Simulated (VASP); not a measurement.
# CdSe (CsCl type) (Pm-3m) in VASP: further runs

CdSe (CsCl type) is run at these levels: PBE; tasks: single point.

Program: VASP 6.6.1. These are calculated values, not measurements. Logs are shortened: lines on timing, memory, paths and dates and some standing lists are left out, and cuts for length are marked.

### Step 1. The cell of the first run

Symmetry: Pm-3m, No. 221, cubic system. The conventional cell has a = 3.301 Å, b = 3.301 Å, c = 3.301 Å, α = 90.00°, β = 90.00°, γ = 90.00°. Cd (site symmetry m-3m) has 8 Se at 2.86 Å and 6 Cd at 3.30 Å within 3.8 Å. Within 3.8 Å of Se (site symmetry m-3m) lie 8 Cd at 2.86 Å and 6 Se at 3.30 Å.

### Step 2. Single point, PBE (volume scaled by 0.8)

INCAR reads:

```
  PREC = Accurate
  ENCUT = 520
  EDIFF = 1E-7
  ISMEAR = -1
  SIGMA = 0.05
  LREAL = False
  LASPH = True
  NELM = 60
  ALGO = Normal
  ISIF = 2
  LWAVE = False
  LCHARG = False
  GGA = PE
  NBANDS = 16
```

KPOINTS reads:

```
regular mesh
0
Gamma
  12 12 12
```

POSCAR reads:

```
CdSe
1.0
    3.3012583686      0.0000000000      0.0000000000
    0.0000000000      3.3012583686      0.0000000000
    0.0000000000      0.0000000000      3.3012583686
Cd Se
1 1
Direct
    0.0000000000      0.0000000000      0.0000000000
    0.5000000000      0.5000000000      0.5000000000
```

Potentials or basis: VASP PAW PBE potentials, release 64 (Cd, Se).

Launch:

```
> cat potpaw_PBE.64/Cd/POTCAR potpaw_PBE.64/Se/POTCAR > POTCAR
> mpirun -np 1 vasp_std > vasp.out
```

OUTCAR:

```text
PREC = Accurate
   ENCUT = 520
   EDIFF = 1E-7
   ISMEAR = -1
   LREAL = False
   LASPH = True
   NELM = 60
   ISIF = 2
   GGA = PE

 ion  position               nearest neighbor table
   1  0.000  0.000  0.000-   2 2.86   2 2.86   2 2.86   2 2.86   2 2.86   2 2.86   2 2.86   2 2.86

   2  0.500  0.500  0.500-   1 2.86   1 2.86   1 2.86   1 2.86   1 2.86   1 2.86   1 2.86   1 2.86

  LATTYP: Found a simple cubic cell.
 ALAT       =     3.3012583686

  Lattice vectors:

 A1 = (   3.3012583686,   0.0000000000,   0.0000000000)
 A2 = (   0.0000000000,   3.3012583686,   0.0000000000)
 A3 = (   0.0000000000,   0.0000000000,   3.3012583686)

Analysis of symmetry for initial positions (statically):
=====================================================================
 Subroutine PRICEL returns:
 Original cell was already a primitive cell.

 Routine SETGRP: Setting up the symmetry group for a
 simple cubic supercell.

 Subroutine GETGRP returns: Found 48 space group operations
 (whereof 48 operations were pure point group operations)
 out of a pool of 48 trial point group operations.

The static configuration has the point symmetry O_h .

Analysis of symmetry for dynamics (positions and initial velocities):
=====================================================================
 Subroutine PRICEL returns:
 Original cell was already a primitive cell.

 Routine SETGRP: Setting up the symmetry group for a
 simple cubic supercell.

 Subroutine GETGRP returns: Found 48 space group operations
 (whereof 48 operations were pure point group operations)
 out of a pool of 48 trial point group operations.

The dynamic configuration has the point symmetry O_h .

 Subroutine INISYM returns: Found 48 space group operations
 (whereof 48 operations are pure point group operations),
 and found     1 'primitive' translations

----------------------------------------------------------------------------------------

                                     Primitive cell

  volume of cell :      35.9781

  direct lattice vectors                    reciprocal lattice vectors
     3.301258369  0.000000000  0.000000000     0.302914794  0.000000000  0.000000000
     0.000000000  3.301258369  0.000000000     0.000000000  0.302914794  0.000000000
     0.000000000  0.000000000  3.301258369     0.000000000  0.000000000  0.302914794

  length of vectors
     3.301258369  3.301258369  3.301258369     0.302914794  0.302914794  0.302914794

  position of ions in fractional coordinates (direct lattice)
     0.000000000  0.000000000  0.000000000
     0.500000000  0.500000000  0.500000000

  ion indices of the primitive-cell ions
   primitive index   ion index
                 1           1
                 2           2

----------------------------------------------------------------------------------------

 KPOINTS: regular mesh

Automatic generation of k-mesh.
 Grid dimensions read from file:
 generate k-points for:   12   12   12

 Generating k-lattice:

  Cartesian coordinates                     Fractional coordinates (reciprocal lattice)
     0.025242900  0.000000000  0.000000000     0.083333333  0.000000000  0.000000000
     0.000000000  0.025242900  0.000000000     0.000000000  0.083333333  0.000000000
     0.000000000  0.000000000  0.025242900     0.000000000  0.000000000  0.083333333

  Length of vectors
     0.025242900  0.025242900  0.025242900

  Shift w.r.t. Gamma in fractional coordinates (k-lattice)
     0.000000000  0.000000000  0.000000000

 Subroutine IBZKPT returns following result:
 ===========================================

 Found     84 irreducible k-points:

 Following reciprocal coordinates:
            Coordinates               Weight
  0.000000  0.000000  0.000000      1.000000
  0.083333  0.000000  0.000000      6.000000
  0.166667  0.000000  0.000000      6.000000
  0.250000  0.000000  0.000000      6.000000
  0.333333  0.000000  0.000000      6.000000
  0.416667  0.000000  0.000000      6.000000
[... 16 lines left out ...]
  0.333333  0.333333  0.000000     12.000000
  0.416667  0.333333  0.000000     24.000000
 [... further k-points ...]
   k-points           NKPTS =     84   k-points in BZ     NKDIM =     84   number of bands    NBANDS=     16
   number of dos      NEDOS =    301   number of ions     NIONS =      2
   total plane-waves  NPLWV =  21952
   dimension x,y,z NGX =    28 NGY =   28 NGZ =   28
   dimension x,y,z NGXF=    56 NGYF=   56 NGZF=   56
   ions per type =               1   1
   NGX,Y,Z   is equivalent  to a cutoff of  14.10, 14.10, 14.10 a.u.
   NGXF,Y,Z  is equivalent  to a cutoff of  28.20, 28.20, 28.20 a.u.
 SYSTEM =  unknown system
   PREC   = accura    normal or accurate (medium, high low for compatibility)
   ISTART =      0    job   : 0-new  1-cont  2-samecut
   ICHARG =      2    charge: 1-file 2-atom 10-const
   ISPIN  =      1    spin polarized calculation?
   LNONCOLLINEAR =      F non collinear calculations
   LSORBIT =      F    spin-orbit coupling
   LASPH  =      T    aspherical Exc in radial PAW
   ENCUT  =  520.0 eV  38.22 Ry    6.18 a.u.   6.14  6.14  6.14*2*pi/ulx,y,z
   NELM   =     60;   NELMIN=  2; NELMDL= -5     # of ELM steps
   EDIFF  = 0.1E-06   stopping-criterion for ELM
   LREAL  =      F    real-space projection
   EDIFFG = 0.1E-05   stopping-criterion for IOM
   NSW    =      0    number of steps for IOM
   IBRION =     -1    ionic relax: 0-MD 1-quasi-New 2-CG
   NFREE  =      0    steps in history (QN), initial steepest desc. (CG)
   ISIF   =      2    stress and relaxation
   ISYM   =      2    0-nonsym 1-usesym 2-fastsym
   POTIM  = 0.5000    time-step for ionic-motion
   TEBEG  =    0.0;   TEEND  =   0.0 temperature during run
   PSTRESS=    0.0 pullay stress
   NELECT =      18.0000    total number of electrons
   NUPDOWN=      -1.0000    fix difference up-down
   EMIN   =  10.00;   EMAX   =-10.00  energy-range for DOS
   EFERMI =   0.00;   METHOD = LEGACY
   ISMEAR =    -1;   SIGMA  =   0.05  broadening in eV -4-tet -1-fermi 0-gaus
   EFERMI_NEDOS =   21; number of points for ismear=-14 and -15
   IALGO  =     38    algorithm
   IMIX   =      4    mixing-type and parameters
     AMIX     =   0.40;   BMIX     =  1.00
     AMIX_MAG =   1.60;   BMIX_MAG =  1.00
  volume/ion in A,a.u.               =      17.99       121.40
  Fermi-wavevector in a.u.,A,eV,Ry     =   1.299629  2.455943 22.980733  1.689036
  Thomas-Fermi vector in A             =   2.430881
   LORBIT       =      0    0 simple, 1 ext, 2 COOP (PROOUT), +10 PAW based schemes
   GGA     = PE    functional components
   LHFCALC =     F    Hartree Fock is set to
   AEXX    =    0.0000 exact exchange contribution
   IVDW    =     0    specifies the selected vdW correction
   LEPSILON=     F    determine dielectric tensor
   LRPA    =     F    only Hartree local field effects (RPA)
 non-spin polarized calculation
  energy-cutoff  :      520.00
  volume of cell :       35.98
 maximum number of plane-waves:       992
 NGX is ok and might be reduce to    28
   NGX = 13   NGY = 13   NGZ = 13

 number of electron      18.0000003 magnetization

 Free energy of the ion-electron system (eV)
  ---------------------------------------------------
  ext. energy  EPLUGINS =         0.00000000
  ---------------------------------------------------
  free energy    TOTEN  =        -3.77268896 eV

  energy without entropy =       -3.76296349  energy(sigma->0) =       -3.76782622

 E-fermi :   5.5087     XC(G=0): -11.5368

 val. band max:        5.5064270528   @ k =   0.5000   0.4167   0.0833
 cond. band min:       5.5107423833   @ k =   0.5000   0.4167   0.3333
 fundamental gap:      0.0043153305
 Fermi energy:         5.5086610335

 k-point     1 :       0.0000    0.0000    0.0000
  band No.  band energies     occupation
      1      -9.7162      2.00000
      2      -3.8882      2.00000
      3      -3.8882      2.00000
      4      -3.1502      2.00000
      5      -3.1502      2.00000
      6      -3.1502      2.00000
[... 8 lines left out ...]
     15      18.2515      0.00000
     16      21.4518      0.00000

 k-point     2 :       0.0833    0.0000    0.0000
  band No.  band energies     occupation
      1      -9.6461      2.00000
      2      -3.8819      2.00000
      3      -3.8643      2.00000
      4      -3.1790      2.00000
      5      -3.1790      2.00000
      6      -3.1481      2.00000
[... 8 lines left out ...]
     15      17.7626      0.00000
     16      21.3804      0.00000

 k-point     3 :       0.1667    0.0000    0.0000
  band No.  band energies     occupation
      1      -9.4428      2.00000
      2      -3.8644      2.00000
      3      -3.8076      2.00000
      4      -3.2557      2.00000
      5      -3.2557      2.00000
      6      -3.1424      2.00000
[... 8 lines left out ...]
     15      16.8494      0.00000
     16      20.2769      0.00000

 k-point     4 :       0.2500    0.0000    0.0000
  band No.  band energies     occupation
      1      -9.1305      2.00000
      2      -3.8405      2.00000
      3      -3.7642      2.00000
      4      -3.3558      2.00000
      5      -3.3558      2.00000
      6      -3.1346      2.00000
[... 8 lines left out ...]
     15      16.9444      0.00000
     16      19.0082      0.00000
[... 324 lines left out ...]
 k-point    22 :       0.5000    0.2500    0.0000
  band No.  band energies     occupation
      1      -8.0463      2.00000
      2      -3.7508      2.00000
      3      -3.4610      2.00000
      4      -3.4056      2.00000
      5      -3.2808      2.00000
      6      -3.2508      2.00000
[... 8 lines left out ...]
     15      18.4656      0.00000
     16      20.3736      0.00000

 k-point    23 :       0.3333    0.3333    0.0000
  band No.  band energies     occupation
      1      -8.1514      2.00000
      2      -3.7529      2.00000
      3      -3.3773      2.00000
      4      -3.3208      2.00000
      5      -3.2876      2.00000
      6      -3.2592      2.00000
[... 8 lines left out ...]
     15      17.5166      0.00000
     16      19.5438      0.00000

 k-point    24 :       0.4167    0.3333    0.0000
  band No.  band energies     occupation
      1      -7.9789      2.00000
      2      -3.7069      2.00000
      3      -3.4040      2.00000
      4      -3.3207      2.00000
      5      -3.1807      2.00000
      6      -3.1133      2.00000
[... 8 lines left out ...]
     15      17.5208      0.00000
     16      20.4180      0.00000

 [... further k-points ...]

------------------------ aborting loop because EDIFF is reached ----------------------------------------

  FORCE on cell =-STRESS in cart. coord.  units (eV):
  Direction    XX          YY          ZZ          XY          YZ          ZX
  --------------------------------------------------------------------------------------
  -------------------------------------------------------------------------------------
  Total        5.1689155      5.1689155      5.1689155     -0.0000000     -0.0000000     -0.0000000
  in kB      230.1820597    230.1820597    230.1820597     -0.0000000     -0.0000000     -0.0000000
  external PRESSURE =     230.1820597 kB  Pullay stress =       0.0000000 kB

 VOLUME and BASIS-vectors are now :
 -----------------------------------------------------------------------------
  energy-cutoff  :      520.00
  volume of cell :       35.98
      direct lattice vectors                 reciprocal lattice vectors
     3.301258369  0.000000000  0.000000000     0.302914794  0.000000000  0.000000000
     0.000000000  3.301258369  0.000000000     0.000000000  0.302914794  0.000000000
     0.000000000  0.000000000  3.301258369     0.000000000  0.000000000  0.302914794

 POSITION                                       TOTAL-FORCE (eV/Angst)
 -----------------------------------------------------------------------------------
      0.00000      0.00000      0.00000         0.000000      0.000000      0.000000
      1.65063      1.65063      1.65063         0.000000      0.000000      0.000000
 -----------------------------------------------------------------------------------
    total drift:                               -0.000000      0.000000     -0.000000

  FREE ENERGIE OF THE ION-ELECTRON SYSTEM (eV)
  ---------------------------------------------------
  free  energy   TOTEN  =        -3.7726889591 eV

  energy  without entropy=       -3.7629634851  energy(sigma->0) =       -3.76782622
```

Wall time 44 s (1 thread of Intel Xeon 6975P-C, shared host); peak memory 0.19 GiB.

What came out:

```
Free energy            : -3.7727 eV
Pressure               : 23.0 GPa
Band gap on the k mesh : zero (band 9 reaches 5.82 eV, above the bottom of band 10 at 4.45 eV)
```

Levels at points of the mesh, in eV from the Fermi level:
```
           k point  band 6  band 7  band 8  band 9  band 10  band 11  band 12  band 13
(0.00, 0.00, 0.00)   -8.66   -1.58   -1.58   -1.58    -0.73     6.01     6.01    12.74
(0.50, 0.00, 0.00)   -8.63   -6.96    0.30    0.30     3.32     5.39     6.58     6.89
(0.50, 0.50, 0.00)   -8.09   -5.79   -5.79   -1.74     0.32     8.18     8.18     8.74
(0.50, 0.50, 0.50)   -8.37   -2.49   -2.49   -2.49     0.78     0.78     0.78     2.52
```

### Step 3. Single point, PBE (volume scaled by 0.8)

INCAR reads:

```
SYSTEM = CdSe
ALGO = Normal ; EDIFF = 1E-7
ENCUT = 520 ; GGA = PE
ISIF = 2 ; ISMEAR = -1
LASPH = .True. ; LCHARG = .False.
LREAL = .False. ; LWAVE = .False.
NBANDS = 16 ; NELM = 80
PREC = Accurate ; SIGMA = 0.05
```

KPOINTS reads:

```
k-points
0
Gamma
  12 12 12
  0 0 0
```

POSCAR is that of step 2.

Potentials or basis: VASP PAW PBE potentials, release 64 (Cd, Se).

Launch:

```
> cat potpaw_PBE.64/Cd/POTCAR potpaw_PBE.64/Se/POTCAR > POTCAR
> mpirun -np 1 vasp_std > vasp.out
```

Wall time 40 s (1 thread of Intel Xeon 6975P-C, shared host); peak memory 0.19 GiB.

It converged, with:

```yaml
Free_energy: -3.7727 eV
Pressure: 23.0 GPa
Band_gap_on_the_k_mesh: zero (band 9 reaches 5.82 eV, above the bottom of band 10 at 4.45 eV)
```

Levels at points of the mesh, in eV from the Fermi level:
```tsv
k point	band 6	band 7	band 8	band 9	band 10	band 11	band 12	band 13
(0.00, 0.00, 0.00)	-8.66	-1.58	-1.58	-1.58	-0.73	6.01	6.01	12.74
(0.50, 0.00, 0.00)	-8.63	-6.96	0.30	0.30	3.32	5.39	6.58	6.89
(0.50, 0.50, 0.00)	-8.09	-5.79	-5.79	-1.74	0.32	8.18	8.18	8.74
(0.50, 0.50, 0.50)	-8.37	-2.49	-2.49	-2.49	0.78	0.78	0.78	2.52
```

(Continued in part 2 of 2.)
